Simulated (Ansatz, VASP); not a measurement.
# Hf4O3 in VASP and in Ansatz

```
CELL_PARAMETERS angstrom
3.17100 0.00000 0.00000
-1.58550 2.74616 0.00000
0.00000 0.00000 10.98840
ATOMIC_POSITIONS crystal
Hf 0.33333 0.66667 0.60943
Hf 0.66667 0.33333 0.39057
Hf 0.66667 0.33333 0.86844
Hf 0.33333 0.66667 0.13156
O 0.00000 0.00000 0.74115
O 0.00000 0.00000 0.25885
O 0.00000 0.00000 0.00000
```

Alike in both runs: functional PBE; k mesh 6 × 6 × 2; occupations gaussian, width 0.2 eV; no spin polarisation.

Ansatz relaxed the structure, and its values are those at the end. VASP's run is a single point on that final structure, the one shown.

|  | VASP | Ansatz |
| --- | --- | --- |
| version | VASP 6.6.1 | Ansatz 0.2.0 |
| potentials or method | VASP PAW PBE potentials, release 64 (Hf_pv, O), cutoff 520 eV | scalar-relativistic, plane waves, PAW |
| valence electrons in the cell | 58 | 122 |

|  | VASP | Ansatz | Ansatz less VASP |
| --- | --- | --- | --- |
| gap on the k mesh at the Fermi level (eV) | none | none | - |
| pressure (GPa) | -2.2 | -0.1 | +2.08 |
| rms of the force components (eV/Å) | 0.014 | 0.012 | -0.0019 |

A gap of «none» marks a metal or a gap that the smearing closes. The functional is the same, so the differences come from potentials, cutoffs and numerics. VASP's potentials hold 58 valence electrons a cell and Ansatz's 122, so a difference there can come from the potentials and not from the codes.

The k mesh is coarse, so the values compare programs but aren't converged. Neither program's run includes spin-orbit coupling.
